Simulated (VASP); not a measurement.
# Ta4N in VASP: further runs, part 2 of 2

VASP 6.6.1. The steps go on from the part before.

## Step 4: Single point, PBE

INCAR reads:

```
ALGO     = Normal         # electronic algorithm
DIPOL    = 0.5 0.5 0.357
EDIFF    = 1E-6           # SCF threshold, eV
ENCUT    = 520            # plane-wave cutoff, eV
GGA      = PE             # functional
IDIPOL   = 3            
ISIF     = 2              # what is computed and relaxed
ISMEAR   = 0              # smearing method
LASPH    = T              # aspherical terms in the spheres
LCHARG   = T              # write CHGCAR
LDIPOL   = T            
LELF     = T              # ELF
LREAL    = F              # projectors in reciprocal space
LVACPOTAV= T            
LVHAR    = T            
LWAVE    = F              # write WAVECAR
NBANDS   = 32             # bands
NELM     = 60             # most SCF steps
PREC     = Accurate       # precision mode
SIGMA    = 0.1            # smearing width, eV
```

KPOINTS reads:

```
k-points
0
Gamma
  8 8 1
```

POSCAR reads:

```
Ta4N
1.0
    3.3189671338      0.0000000000      0.0000000000
    0.0000000000      3.3189671338      0.0000000000
    0.0000000000      0.0000000000     20.2996559829
Ta N
4 1
Direct
    0.5000000000      0.5000000000      0.1970476743
    0.0000000000      0.0000000000      0.2787970186
    0.5000000000      0.5000000000      0.3599139064
    0.0000000000      0.0000000000      0.4334879365
    0.0000000000      0.1250000000      0.5182174502
```

Potentials or basis: VASP PAW PBE potentials, release 64 (Ta_pv, N).

Run with:

```sh
$ cat potpaw_PBE.64/Ta_pv/POTCAR potpaw_PBE.64/N/POTCAR > POTCAR
$ mpirun -np 1 vasp_std > vasp.out
```

OUTCAR:

```text
EDIFF = 1E-6
   ENCUT = 520
   GGA = PE
   ISIF = 2
   ISMEAR = 0
   LASPH = T
   LREAL = F
   NELM = 60
   PREC = Accurate

 ion  position               nearest neighbor table
   1  0.500  0.500  0.197-   2 2.87   2 2.87   2 2.87   2 2.87   3 3.31
   2  0.000  0.000  0.279-   3 2.87   3 2.87   3 2.87   3 2.87   1 2.87   1 2.87   1 2.87   1 2.87
                             4 3.14
   3  0.500  0.500  0.360-   4 2.78   4 2.78   4 2.78   4 2.78   2 2.87   2 2.87   2 2.87   2 2.87
                             1 3.31
   4  0.000  0.000  0.433-   5 1.77   3 2.78   3 2.78   3 2.78   3 2.78   2 3.14
   5  0.000  0.125  0.518-   4 1.77

  LATTYP: Found a simple tetragonal cell.
 ALAT       =     3.3189671338
 C/A-ratio  =     6.1162570054

  Lattice vectors:

 A1 = (   3.3189671338,   0.0000000000,   0.0000000000)
 A2 = (   0.0000000000,   3.3189671338,   0.0000000000)
 A3 = (   0.0000000000,   0.0000000000,  20.2996559829)

Analysis of symmetry for initial positions (statically):
=====================================================================
 Subroutine PRICEL returns:
 Original cell was already a primitive cell.

 Routine SETGRP: Setting up the symmetry group for a
[... 177 lines left out ...]

 E-fermi :  -1.8170     XC(G=0):  -5.5847

 val. band max:       -1.8251644506   @ k =   0.2500   0.0000   0.0000
 cond. band min:      -1.8099429562   @ k =   0.0000   0.1250   0.0000
 fundamental gap:      0.0152214944
 Fermi energy:        -1.8170104996

 k-point     1 :       0.0000    0.0000    0.0000
  band No.  band energies     occupation
      1     -36.8049      2.00000
      2     -36.6030      2.00000
      3     -36.6000      2.00000
      4     -35.9419      2.00000
      5     -35.8692      2.00000
      6     -35.8650      2.00000
[... 829 lines left out ...]
     31       1.9183      0.00000
     32       2.3760      0.00000

 [... further k-points ...]
[... 5 lines left out ...]
  --------------------------------------------------------------------------------------
  -------------------------------------------------------------------------------------
  Total       -1.2543222     -1.8632656      1.6395127      0.0000000      0.8355657      0.0000000
  in kB       -8.9872147    -13.3502920     11.7471030      0.0000000      5.9868255      0.0000000
  external PRESSURE =      -3.5301346 kB  Pullay stress =       0.0000000 kB

 VOLUME and BASIS-vectors are now :
 -----------------------------------------------------------------------------
  energy-cutoff  :      520.00
  volume of cell :      223.61
      direct lattice vectors                 reciprocal lattice vectors
     3.318967134  0.000000000  0.000000000     0.301298555  0.000000000  0.000000000
     0.000000000  3.318967134  0.000000000     0.000000000  0.301298555  0.000000000
     0.000000000  0.000000000 20.299655983     0.000000000  0.000000000  0.049261919

 POSITION                                       TOTAL-FORCE (eV/Angst)
 -----------------------------------------------------------------------------------
      1.65948      1.65948      4.00000         0.000000      0.096596      1.490016
      0.00000      0.00000      5.65948         0.000000     -0.042440     -1.593138
      1.65948      1.65948      7.30613         0.000000      0.126028     -2.207656
      0.00000      0.00000      8.79966         0.000000     -0.967896      2.014779
      0.00000      0.41487     10.51964         0.000000      0.787712      0.296000
 -----------------------------------------------------------------------------------
    total drift:                               -0.000000      0.000016      0.000182

  FREE ENERGIE OF THE ION-ELECTRON SYSTEM (eV)
  ---------------------------------------------------
  free  energy   TOTEN  =       -49.9840462993 eV

  energy  without entropy=      -49.9380511567  energy(sigma->0) =      -49.96104873

 vacuum level on the upper side and lower side of the slab         6.253         2.102
```

OSZICAR:

```text
N       E                     dE             d eps       ncg     rms          rms(c)
DAV:   1     0.373143160504E+03    0.37314E+03   -0.26897E+04  2024   0.132E+03
DAV:   2    -0.348745737473E+02   -0.40802E+03   -0.39549E+03  1944   0.345E+02
DAV:   3    -0.569708970377E+02   -0.22096E+02   -0.21000E+02  2024   0.699E+01
[... 23 lines left out ...]
DAV:  27    -0.499840345747E+02   -0.16924E-04   -0.23280E-06  1400   0.527E-03    0.253E-03
DAV:  28    -0.499840437886E+02   -0.92139E-05   -0.13938E-06  1408   0.510E-03    0.229E-03
DAV:  29    -0.499840449368E+02   -0.11482E-05   -0.36131E-07  1240   0.235E-03    0.513E-04
DAV:  30    -0.499840461662E+02   -0.12294E-05   -0.17035E-07  1248   0.161E-03    0.586E-04
DAV:  31    -0.499840462993E+02   -0.13319E-06   -0.49376E-08  1144   0.879E-04
   1 F= -.49984046E+02 E0= -.49961049E+02  d E =-.459951E-01
```

stdout:

```text
POSCAR found type information on POSCAR TaN
 POSCAR found :  2 types and       5 ions
 scaLAPACK will be used
 LDA part: xc-table for (Slater+PW92), standard interpolation
 POSCAR, INCAR and KPOINTS ok, starting setup
 FFT: planning ... GRIDC
 FFT: planning ... GRID_SOFT
 FFT: planning ... GRID
 WAVECAR not read
 entering main loop
 -----------------------------------------------------------------------------
|                                                                             |
|           W    W    AA    RRRRR   N    N  II  N    N   GGGG   !!!           |
|           W    W   A  A   R    R  NN   N  II  NN   N  G    G  !!!           |
|           W    W  A    A  R    R  N N  N  II  N N  N  G       !!!           |
|           W WW W  AAAAAA  RRRRR   N  N N  II  N  N N  G  GGG   !            |
|           WW  WW  A    A  R   R   N   NN  II  N   NN  G    G                |
|           W    W  A    A  R    R  N    N  II  N    N   GGGG   !!!           |
|                                                                             |
|     Did not find any points to average over, which means that no vacuum     |
|     field-free region was found. Please increase the size of  your cell     |
|     in the dimension of the dipole correction to obtain accurate            |
|     workfunction values.                                                    |
|                                                                             |
 -----------------------------------------------------------------------------
```

Wall time 4 min (1 thread of Intel Xeon 6975P-C (Granite Rapids), shared host); peak memory 0.43 GiB.

Results:

| Property | Result |
| --- | --- |
| Free energy | -49.9840 eV |
| Largest force | 2.235 eV/Å |

Forces in eV/Å, atoms in the order of the input:
```
Ta   0.000  0.097  1.490
Ta   0.000 -0.042 -1.593
Ta   0.000  0.126 -2.208
Ta   0.000 -0.968  2.015
N    0.000  0.788  0.296
```

Caveat: spin-orbit coupling is left out, which moves the levels of the heavy elements.
